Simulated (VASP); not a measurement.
A run of VASP 6.6.1 is set up as follows.

POSCAR

```
Mg
1.0
    3.1950252652      0.0000000000      0.0000000000
   -1.5975126326      2.7669730454      0.0000000000
    0.0000000000      0.0000000000      5.1077694001
Mg
2
Direct
    0.3333333333      0.6666666667      0.2500000000
    0.6666666667      0.3333333333      0.7500000000
```

The input INCAR.step1:

```
PREC = Accurate
ENCUT = 520
ISMEAR = 0
SIGMA = 0.1
LREAL = F
LASPH = T
NELM = 60
NBANDS = 9
GGA = PE
ALGO = Normal
EDIFF = 1E-4
LWAVE = T
LCHARG = F
```

File INCAR.step2:

```
PREC = Accurate
ENCUT = 520
EDIFF = 1E-6
ISMEAR = 0
SIGMA = 0.1
LREAL = F
LASPH = T
NELM = 60
ALGO = Normal
ISIF = 2
LWAVE = F
LCHARG = F
METAGGA = R2SCAN
LMIXTAU = T
NBANDS = 9
ISTART = 1
```

Contents of KPOINTS:

```
regular mesh
0
Gamma
  15 15 8
```

Potentials or basis: VASP PAW PBE potentials, release 64 (Mg).

Launch:

```bash
$ cat potpaw_PBE.64/Mg/POTCAR > POTCAR
$ cp INCAR.step1 INCAR
$ mpirun -np 1 vasp_std > vasp.out
$ cp INCAR.step2 INCAR
$ mpirun -np 1 vasp_std > vasp.out
```

(1) What does it give for the pressure?

(2) Estimate the band gap on the k mesh.

Results:

(1) -0.3 GPa.

(2) zero (band 2 reaches 3.64 eV, above the bottom of band 3 at 1.69 eV).

Caveat: the PAW data sets were made with another functional, which shifts forces and pressure a little.
